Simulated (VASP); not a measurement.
## LiMo: single point with r2SCAN

The system is LiMo.

```
Mo Li
1.0
     2.97812    0.00000    0.00000
     0.00000    2.97812    0.00000
     0.00000    0.00000    2.97812
Mo Li
1 1
Direct
  0.00000 0.00000 0.00000
  0.50000 0.50000 0.50000
```

```
Program             : VASP 6.6.1
Task                : single point
Functional          : r2SCAN
Potentials or basis : VASP PAW PBE potentials, release 64 (Mo_sv, Li_sv)
Cutoff              : 520 eV
k mesh              : 13 × 13 × 13
Occupations         : fermi-dirac, width 0.05 eV
Spin                : no spin polarisation
```

| Quantity | Value |
| --- | --- |
| Band gap on the k mesh | zero (an odd number of electrons rules out a gap without spin polarisation) |

Levels at points of the mesh, in eV from the Fermi level:
| k point | band 4 | band 5 | band 6 | band 7 | band 8 | band 9 | band 10 | band 11 | band 12 | band 13 |
| --- | --- | --- | --- | --- | --- | --- | --- | --- | --- | --- |
| (0.00, 0.00, 0.00) | -35.70 | -35.70 | -5.76 | -2.89 | -2.89 | 2.35 | 2.35 | 2.35 | 9.17 | 9.17 |

Wall time 41 s on 1 thread of Intel(R) Xeon(R) 6975P-C (Granite Rapids), with other jobs on the host, peak memory 0.16 GiB.
